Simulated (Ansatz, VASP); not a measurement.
## Two plane-wave programs on Be

```
Be
1.0
     2.21420    0.00000    0.00000
    -1.10710    1.91755    0.00000
     0.00000    0.00000    3.50011
Be
2
Direct
  0.25848 0.64252 0.25000
  0.74152 0.35748 0.75000
```

Change from the starting cell: mode 4 frozen in at -0.139 Å and mode 5 at -0.046 Å (largest displacements).

Alike in both runs: task single point; functional PBE; dispersion D3(BJ); k mesh 24 × 24 × 12; occupations gaussian, width 0.15 eV; no spin polarisation.

|  | VASP | Ansatz |
| --- | --- | --- |
| version | VASP 6.6.1 | Ansatz 0.2.0 |
| potentials or method | VASP PAW PBE potentials, release 64 (Be), cutoff 520 eV | scalar-relativistic, plane waves, PAW |
| valence electrons in the cell | 4 | 4 |

Ansatz gave:

| Quantity | Value |
| --- | --- |
| gap on the k mesh at the Fermi level (eV) | none |
| pressure (GPa) | 2.1 |
| traceless stress, the component that is largest in VASP (GPa) | 7.15 |
| rms of the force components (eV/Å) | 0.791 |

Q: Which values does VASP return?

A: gap on the k mesh at the Fermi level (eV): none; pressure (GPa): 2.3; traceless stress, the component that is largest in VASP (GPa): 7.18; rms of the force components (eV/Å): 0.791.

Atom by atom the forces differ by 0.000 eV/Å (rms over components). A gap of «none» marks a metal or a gap that the smearing closes.
